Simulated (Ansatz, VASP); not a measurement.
# One calculation of Fe, two programs

INCAR

```
SYSTEM = Fe
PREC = Accurate ; ENCUT = 520
EDIFF = 1E-7 ; ISMEAR = -1
SIGMA = 0.1 ; LREAL = .FALSE.
LASPH = .TRUE. ; NELM = 100
ALGO = Normal ; ISIF = 2
LWAVE = .FALSE. ; LCHARG = .FALSE.
NBANDS = 10
```

File KPOINTS:

```
Automatic mesh
0
G
  27 27 27
  0 0 0
```

File POSCAR:

```
Fe
1.0
   -1.3848986995      1.3848986995      1.3848986995
    1.3848986995     -1.3848986995      1.3848986995
    1.3848986995      1.3848986995     -1.3848986995
Fe
1
Direct
    0.0000000000      0.0000000000      0.0000000000
```

Input for Ansatz:

```yaml
crystal:
  lattice:
    - [-1.3848986995, 1.3848986995, 1.3848986995]
    - [1.3848986995, -1.3848986995, 1.3848986995]
    - [1.3848986995, 1.3848986995, -1.3848986995]
  atoms:
    - { symbol: Fe, position: [0.0, 0.0, 0.0] }
hamiltonian:
  xc: lda
  pseudopotentials:
    kind: paw
    azcp:
      Fe: "pseudopotentials/Fe.paw.azcp"
basis:
  ecutwfc: 420
  fft_grid_basis: typed
kpoints:
  mp_grid: { grid: [27, 27, 27], shift: [0, 0, 0] }
magnetization:
  spin_polarized: false
scf:
  occupations: { method: fermi_dirac, width: 0.1 }
output:
  stress: true
```

Alike in both runs: task single point; functional LDA; k mesh 27 × 27 × 27; occupations fermi-dirac, width 0.1 eV; no spin polarisation.

|  | VASP | Ansatz |
| --- | --- | --- |
| version | VASP 6.6.1 | Ansatz 0.2.0 |
| potentials or method | VASP PAW LDA potentials, release 64 (Fe), cutoff 520 eV | plane waves (420 eV) with PAW, scalar-relativistic |
| valence electrons in the cell | 8 | 16 |

VASP gave:

| Item | Value |
| --- | --- |
| pressure (GPa) | -20.7 |

Q: Estimate Ansatz's values.

A: Pressure (GPa): -20.6.

Ansatz warns that its potentials were made for another functional, while VASP's fit it. LDA's correlation is that of Perdew and Zunger in VASP and of Perdew and Wang (1992) in Ansatz. VASP's potentials hold 8 valence electrons a cell and Ansatz's 16, so a difference there can come from the potentials and not from the codes.
